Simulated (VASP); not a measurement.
# FeSi (P1) in VASP: single point with PBEsol

Aim: the single point of FeSi with PBEsol.

All numbers are computed with VASP 6.6.1; they aren't measurements. Logs are shortened: lines on timing, memory, paths and dates and some standing lists are left out, and cuts for length are marked.

## Step 1: The cell of the first run

The typed cell holds 32 atoms: a = 4.403 Å, b = 8.806 Å, c = 8.806 Å, α = 90.00°, β = 90.00°, γ = 90.00°.

## Step 2: Single point, PBEsol

Input file INCAR:

```
SYSTEM = FeSi
ALGO = Normal ; EDIFF = 1E-6
ENCUT = 520 ; GGA = PS
ISIF = 2 ; ISMEAR = -1
LASPH = .True. ; LCHARG = .False.
LREAL = Auto ; LWAVE = .False.
NBANDS = 118 ; NELM = 60
PREC = Accurate ; SIGMA = 0.026
```

Input file KPOINTS:

```
k-points
0
Gamma
  4 2 2
  0 0 0
```

Input file POSCAR:

```
FeSi
1.0
    4.4030518947      0.0000000000      0.0000000000
    0.0000000000      8.8061037893      0.0000000000
    0.0000000000      0.0000000000      8.8061037893
Fe Si
16 16
Direct
    0.8577207560      0.3192742292      0.1872812358
    0.6356899866      0.1804204263      0.4314273475
    0.3629655153      0.4298156245      0.3194639840
    0.1566056945      0.0716605226      0.0764213114
    0.8383605482      0.3231420011      0.6863018134
    0.6633794172      0.1858455271      0.9297494324
    0.3543707949      0.4280310669      0.8164609653
    0.1270014557      0.0721767555      0.5763018608
    0.8433121137      0.8140410528      0.1827053188
    0.6542287188      0.6823500090      0.4228133223
    0.3602948677      0.9267303901      0.3182989966
    0.1371510067      0.5646664085      0.0690308693
    0.8590341632      0.8207026822      0.6825244335
    0.6406156610      0.6848773469      0.9240221549
    0.3545129690      0.9295890891      0.8254782335
    0.1299466855      0.5754672124      0.5659309860
    0.1569781634      0.1692082033      0.3368563523
    0.3460579245      0.3269931935      0.0865673422
    0.6785613868      0.0825043649      0.1640354275
    0.8324927999      0.4211294903      0.4241978166
    0.1606924054      0.1669906505      0.8381864644
    0.3403500653      0.3364281265      0.5817407020
    0.6570469913      0.0882387965      0.6799215798
    0.8324112656      0.4231403682      0.9220224056
    0.1827691381      0.6743010464      0.3251231269
    0.3336176895      0.8264189446      0.0785036171
    0.6637116868      0.5788814352      0.1710653242
    0.8414606706      0.9181006940      0.4204774425
    0.1566999473      0.6687944113      0.8297456145
    0.3528570721      0.8301294392      0.5776436574
    0.6500350367      0.5810961490      0.6626827414
    0.8443082409      0.9296715319      0.9186860834
```

Potentials or basis: VASP PAW PBE potentials, release 64 (Fe, Si).

Command:

```
$ cat potpaw_PBE.64/Fe/POTCAR potpaw_PBE.64/Si/POTCAR > POTCAR
$ mpirun -np 1 vasp_std > vasp.out
```

OUTCAR:

```text
SYSTEM = FeSi
   EDIFF = 1E-6
   ENCUT = 520
   GGA = PS
   ISIF = 2
   ISMEAR = -1
   LASPH = .True.
   LREAL = Auto
   NELM = 60
   PREC = Accurate

 ion  position               nearest neighbor table
   1  0.858  0.319  0.187-  19 2.24  20 2.27  17 2.28  18 2.33  18 2.42  27 2.44  24 2.51   3 2.65
                             2 2.66   3 2.69   6 2.69  12 2.70   4 2.73
   2  0.636  0.180  0.431-  17 2.27  20 2.29  22 2.31  23 2.34  17 2.44  28 2.48  19 2.51   1 2.66
                             8 2.69   3 2.69   5 2.72  11 2.73   8 2.75
   3  0.363  0.430  0.319-  18 2.24  20 2.27  27 2.28  25 2.30  22 2.45  17 2.47  20 2.51   1 2.65
                             2 2.69   1 2.69  12 2.69  16 2.72  10 2.72
   4  0.157  0.072  0.076-  19 2.24  21 2.26  26 2.30  32 2.32  18 2.40  19 2.43  17 2.45  11 2.64
                            15 2.68   6 2.72   1 2.73   6 2.77   9 2.82
   5  0.838  0.323  0.686-  23 2.22  24 2.25  22 2.38  21 2.39  22 2.40  31 2.43  20 2.46   6 2.58
                             7 2.59   7 2.71   2 2.72   8 2.73  16 2.78
   6  0.663  0.186  0.930-  24 2.22  19 2.26  18 2.32  21 2.34  21 2.36  23 2.36  32 2.39   5 2.58
                             1 2.69   7 2.72   4 2.72   4 2.77  15 2.79
   7  0.354  0.428  0.816-  22 2.22  29 2.29  24 2.30  31 2.31  21 2.46  24 2.48  18 2.54   5 2.59
                            12 2.70   5 2.71   6 2.72  16 2.74  14 2.76
   8  0.127  0.072  0.576-  23 2.27  17 2.28  28 2.30  30 2.35  21 2.46  23 2.51  22 2.51  13 2.68
                             2 2.69  15 2.72   5 2.73   2 2.75  11 2.80
   9  0.843  0.814  0.183-  27 2.22  28 2.29  25 2.31  26 2.35  26 2.43  19 2.48  32 2.54  10 2.55
[... 33 lines left out ...]
  26  0.334  0.826  0.079-  14 2.29  11 2.29   4 2.30   9 2.35  15 2.41   9 2.43  12 2.46  25 2.64
                            29 2.71  32 2.73  27 2.74  32 2.80  19 2.82
  27  0.664  0.579  0.171-   9 2.22  12 2.27   3 2.28  14 2.37  10 2.40   1 2.44  12 2.49  25 2.65
                            24 2.69  18 2.73  20 2.73  26 2.74  25 2.79
  28  0.841  0.918  0.420-  10 2.23   9 2.29  11 2.30   8 2.30  11 2.46  13 2.46   2 2.48  30 2.67
                            17 2.71  25 2.75  30 2.75  19 2.78  23 2.85
  29  0.157  0.669  0.830-  13 2.28  14 2.29   7 2.29  12 2.30  14 2.42  15 2.46  16 2.47  26 2.71
                            24 2.72  31 2.73  30 2.77  31 2.78  32 2.79
  30  0.353  0.830  0.578-  10 2.31  15 2.35   8 2.35  13 2.36  13 2.41  11 2.44  16 2.45  31 2.66
                            28 2.67  25 2.72  28 2.75  29 2.77  23 2.79
  31  0.650  0.581  0.663-  16 2.28  10 2.29  13 2.31   7 2.31   5 2.43  16 2.44  14 2.48  22 2.65
                            20 2.65  30 2.66  29 2.73  29 2.78  24 2.79
  32  0.844  0.930  0.919-  13 2.29  15 2.31   4 2.32  14 2.34  15 2.39   6 2.39   9 2.54  21 2.61
                            19 2.65  23 2.66  26 2.73  29 2.79  26 2.80

  LATTYP: Found a simple tetragonal cell.
 ALAT       =     8.8061037893
 C/A-ratio  =     0.5000000000

  Lattice vectors:

 A1 = (   0.0000000000,   8.8061037893,   0.0000000000)
 A2 = (   0.0000000000,   0.0000000000,   8.8061037893)
 A3 = (   4.4030518947,   0.0000000000,   0.0000000000)

Analysis of symmetry for initial positions (statically):
=====================================================================
 Subroutine PRICEL returns:
 Original cell was already a primitive cell.

 Routine SETGRP: Setting up the symmetry group for a
 simple tetragonal supercell.

 Subroutine GETGRP returns: Found  1 space group operations
 (whereof  1 operations were pure point group operations)
 out of a pool of 16 trial point group operations.

The static configuration has the point symmetry C_1 .

Analysis of symmetry for dynamics (positions and initial velocities):
=====================================================================
 Subroutine PRICEL returns:
 Original cell was already a primitive cell.

 Routine SETGRP: Setting up the symmetry group for a
 simple tetragonal supercell.

 Subroutine GETGRP returns: Found  1 space group operations
 (whereof  1 operations were pure point group operations)
 out of a pool of 16 trial point group operations.

The dynamic configuration has the point symmetry C_1 .

 Subroutine INISYM returns: Found  1 space group operations
 (whereof  1 operations are pure point group operations),
 and found     1 'primitive' translations

----------------------------------------------------------------------------------------

                                     Primitive cell

  volume of cell :     341.4455

  direct lattice vectors                    reciprocal lattice vectors
[... 87 lines left out ...]
     0.056778799  0.000000000  0.000000000     0.250000000  0.000000000  0.000000000
     0.000000000  0.056778799  0.000000000     0.000000000  0.500000000  0.000000000
     0.000000000  0.000000000  0.056778799     0.000000000  0.000000000  0.500000000

  Length of vectors
     0.056778799  0.056778799  0.056778799

  Shift w.r.t. Gamma in fractional coordinates (k-lattice)
     0.000000000  0.000000000  0.000000000

 Subroutine IBZKPT returns following result:
 ===========================================

 Found     12 irreducible k-points:

 Following reciprocal coordinates:
            Coordinates               Weight
  0.000000  0.000000  0.000000      1.000000
  0.250000  0.000000  0.000000      2.000000
  0.500000  0.000000  0.000000      1.000000
  0.000000  0.500000  0.000000      1.000000
  0.000000  0.000000  0.500000      1.000000
  0.250000  0.500000  0.000000      2.000000
  0.250000  0.000000  0.500000      2.000000
  0.500000  0.500000  0.000000      1.000000
  0.500000  0.000000  0.500000      1.000000
  0.000000  0.500000  0.500000      1.000000
  0.250000  0.500000  0.500000      2.000000
  0.500000  0.500000  0.500000      1.000000
   k-points           NKPTS =     12   k-points in BZ     NKDIM =     12   number of bands    NBANDS=    118
   number of dos      NEDOS =    301   number of ions     NIONS =     32
   total plane-waves  NPLWV = 176400
   dimension x,y,z NGX =    36 NGY =   70 NGZ =   70
   dimension x,y,z NGXF=    72 NGYF=  140 NGZF=  140
   ions per type =              16  16
   NGX,Y,Z   is equivalent  to a cutoff of  13.59, 13.21, 13.21 a.u.
   NGXF,Y,Z  is equivalent  to a cutoff of  27.19, 26.43, 26.43 a.u.
 SYSTEM =  FeSi
   PREC   = accura    normal or accurate (medium, high low for compatibility)
   ISTART =      0    job   : 0-new  1-cont  2-samecut
   ICHARG =      2    charge: 1-file 2-atom 10-const
   ISPIN  =      1    spin polarized calculation?
   LNONCOLLINEAR =      F non collinear calculations
   LSORBIT =      F    spin-orbit coupling
   LASPH  =      T    aspherical Exc in radial PAW
   ENCUT  =  520.0 eV  38.22 Ry    6.18 a.u.   8.19 16.37 16.37*2*pi/ulx,y,z
   NELM   =     60;   NELMIN=  2; NELMDL= -5     # of ELM steps
   EDIFF  = 0.1E-05   stopping-criterion for ELM
   LREAL  =      T    real-space projection
   EDIFFG = 0.1E-04   stopping-criterion for IOM
   NSW    =      0    number of steps for IOM
   IBRION =     -1    ionic relax: 0-MD 1-quasi-New 2-CG
   NFREE  =      0    steps in history (QN), initial steepest desc. (CG)
   ISIF   =      2    stress and relaxation
   ISYM   =      2    0-nonsym 1-usesym 2-fastsym
   POTIM  = 0.5000    time-step for ionic-motion
   TEBEG  =    0.0;   TEEND  =   0.0 temperature during run
   PSTRESS=    0.0 pullay stress
   NELECT =     192.0000    total number of electrons
   NUPDOWN=      -1.0000    fix difference up-down
   EMIN   =  10.00;   EMAX   =-10.00  energy-range for DOS
   EFERMI =   0.00;   METHOD = LEGACY
   ISMEAR =    -1;   SIGMA  =   0.03  broadening in eV -4-tet -1-fermi 0-gaus
   EFERMI_NEDOS =   21; number of points for ismear=-14 and -15
   IALGO  =     38    algorithm
   IMIX   =      4    mixing-type and parameters
     AMIX     =   0.40;   BMIX     =  1.00
     AMIX_MAG =   1.60;   BMIX_MAG =  1.00
  volume/ion in A,a.u.               =      10.67        72.01
  Fermi-wavevector in a.u.,A,eV,Ry     =   1.351247  2.553487 24.842452  1.825869
  Thomas-Fermi vector in A             =   2.478685
   LORBIT       =      0    0 simple, 1 ext, 2 COOP (PROOUT), +10 PAW based schemes
   GGA     = PS    functional components
   LHFCALC =     F    Hartree Fock is set to
   AEXX    =    0.0000 exact exchange contribution
   IVDW    =     0    specifies the selected vdW correction
   LEPSILON=     F    determine dielectric tensor
   LRPA    =     F    only Hartree local field effects (RPA)
 non-spin polarized calculation
  energy-cutoff  :      520.00
  volume of cell :      341.45
 maximum number of plane-waves:      9256
 NGX is ok and might be reduce to    36
   NGX = 17   NGY = 33   NGZ = 33

 number of electron     192.0000008 magnetization

 Free energy of the ion-electron system (eV)
  ---------------------------------------------------
  ext. energy  EPLUGINS =         0.00000000
  ---------------------------------------------------
  free energy    TOTEN  =      -254.34946857 eV

  energy without entropy =     -254.31644158  energy(sigma->0) =     -254.33295507

 E-fermi :  10.0835     XC(G=0): -13.0510

 val. band max:       10.0568941186   @ k =   0.0000   0.0000   0.0000
 cond. band min:      10.1183622156   @ k =   0.2500   0.5000   0.0000
 fundamental gap:      0.0614680970
 Fermi energy:        10.0834594103

 k-point     1 :       0.0000    0.0000    0.0000
  band No.  band energies     occupation
      1      -3.4758      2.00000
      2      -1.8034      2.00000
      3      -1.6852      2.00000
      4      -1.6123      2.00000
      5      -1.5404      2.00000
      6      -0.4247      2.00000
[... 1321 lines left out ...]
    107      11.4858      0.00000
    108      11.4948      0.00000
 [bands above 108 left out]

------------------------ aborting loop because EDIFF is reached ----------------------------------------

  FORCE on cell =-STRESS in cart. coord.  units (eV):
  Direction    XX          YY          ZZ          XY          YZ          ZX
  --------------------------------------------------------------------------------------
  -------------------------------------------------------------------------------------
  Total        1.0025783      2.7103470      3.4463455      1.0232734      0.7501744      0.2972071
  in kB        4.7044350     12.7178612     16.1714141      4.8015435      3.5200708      1.3945958
  external PRESSURE =      11.1979034 kB  Pullay stress =       0.0000000 kB

 VOLUME and BASIS-vectors are now :
 -----------------------------------------------------------------------------
  energy-cutoff  :      520.00
  volume of cell :      341.45
      direct lattice vectors                 reciprocal lattice vectors
     4.403051895  0.000000000  0.000000000     0.227115197  0.000000000  0.000000000
     0.000000000  8.806103789  0.000000000     0.000000000  0.113557599  0.000000000
     0.000000000  0.000000000  8.806103789     0.000000000  0.000000000  0.113557599

 POSITION                                       TOTAL-FORCE (eV/Angst)
 -----------------------------------------------------------------------------------
      3.77659      2.81156      1.64922         0.646958      0.076625     -0.274480
      2.79898      1.58880      3.79919        -0.162682      0.086998      0.513003
      1.59816      3.78500      2.81323        -0.205710      0.242433      0.197076
      0.68954      0.63105      0.67297        -0.446928     -0.288018     -0.315253
      3.69135      2.84562      6.04364         1.743867      0.064368     -0.657497
      2.92089      1.63658      8.18747        -1.568760     -0.318901      0.564566
[... 24 lines left out ...]
      2.86214      5.11719      5.83565        -0.032728      0.068454      0.667215
      3.71753      8.18678      8.09005        -0.065130     -0.674466      0.345625
 -----------------------------------------------------------------------------------
    total drift:                                0.001153     -0.010419     -0.000765

  FREE ENERGIE OF THE ION-ELECTRON SYSTEM (eV)
  ---------------------------------------------------
  free  energy   TOTEN  =      -254.3494685706 eV

  energy  without entropy=     -254.3164415788  energy(sigma->0) =     -254.33295507
```

It took 25 min on 1 thread of AMD EPYC 9R45 (Zen 5), shared host; peak memory 0.56 GiB.

Results:

```yaml
Free_energy: -254.3495 eV
Pressure: 1.1 GPa
Largest_force: 1.865 eV/Å
Band_gap_on_the_k_mesh: 0.06 eV
```

Forces on the atoms (eV/Å):
```
Fe   0.647  0.077 -0.274
Fe  -0.163  0.087  0.513
Fe  -0.206  0.242  0.197
Fe  -0.447 -0.288 -0.315
Fe   1.744  0.064 -0.657
Fe  -1.569 -0.319  0.565
Fe   0.088  0.528  0.532
Fe   0.548 -0.424 -0.371
Fe   1.467  0.768 -0.644
Fe  -0.758 -0.063  1.096
Fe   0.309  0.719  0.012
Fe   0.203  0.377 -0.038
Fe   0.271 -0.088 -0.317
Fe  -0.243 -0.322  0.874
Fe   0.660  0.244 -0.878
Fe   0.584 -0.528  0.148
Si  -0.009  0.015 -0.256
Si  -0.149 -0.020 -0.502
Si  -0.988 -0.850  1.184
Si   0.470  0.013 -0.075
Si   0.183  0.903 -0.772
Si  -0.627 -0.652 -0.454
Si  -0.540 -0.869 -0.588
Si   0.280  0.442  0.065
Si  -1.011 -0.254  0.007
Si   0.010 -0.016 -0.074
Si  -0.237 -0.380 -0.350
Si   0.269  0.724  0.239
Si  -0.069  0.145 -0.181
Si  -0.621  0.328  0.303
Si  -0.033  0.068  0.667
Si  -0.065 -0.674  0.346
```

Caveat: the atoms stand as in a frame of molecular dynamics; the PAW data sets were made with another functional, which shifts forces and pressure a little. Spin polarisation is off, so any magnetic state and its effect on volume and gap are missing.
